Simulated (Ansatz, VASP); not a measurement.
## BN in VASP and in Ansatz

```
B N
1.0
     2.62334    0.00000    0.00000
    -1.31167    2.27188    0.00000
     0.00000    0.00000    7.02294
B N
2 2
Direct
  0.33333 0.66667 0.25000
  0.66667 0.33333 0.75000
  0.33333 0.66667 0.75000
  0.66667 0.33333 0.25000
```

Alike in both runs: task single point; functional PBEsol; k mesh 12 × 12 × 4; occupations gaussian, width 0.05 eV; no spin polarisation.

|  | VASP | Ansatz |
| --- | --- | --- |
| version | VASP 6.6.1 | Ansatz 0.2.0 |
| potentials or method | VASP PAW PBE potentials, release 64 (B, N), cutoff 520 eV | scalar-relativistic, plane waves, PAW |
| valence electrons in the cell | 16 | 16 |

Ansatz gave:

```
gap on the k mesh at the Fermi level (eV)                     : 4.02
least direct gap on the mesh (eV)                             : 4.25
pressure (GPa)                                                : -26.0
traceless stress, the component that is largest in VASP (GPa) : 25.84
```

Task: Which values does VASP return?

Result: gap on the k mesh at the Fermi level (eV): 4.02; least direct gap on the mesh (eV): 4.25; pressure (GPa): -25.7; traceless stress, the component that is largest in VASP (GPa): 25.43.

VASP's potentials were made for PBE, not for PBEsol, and Ansatz warns of the same on its side.
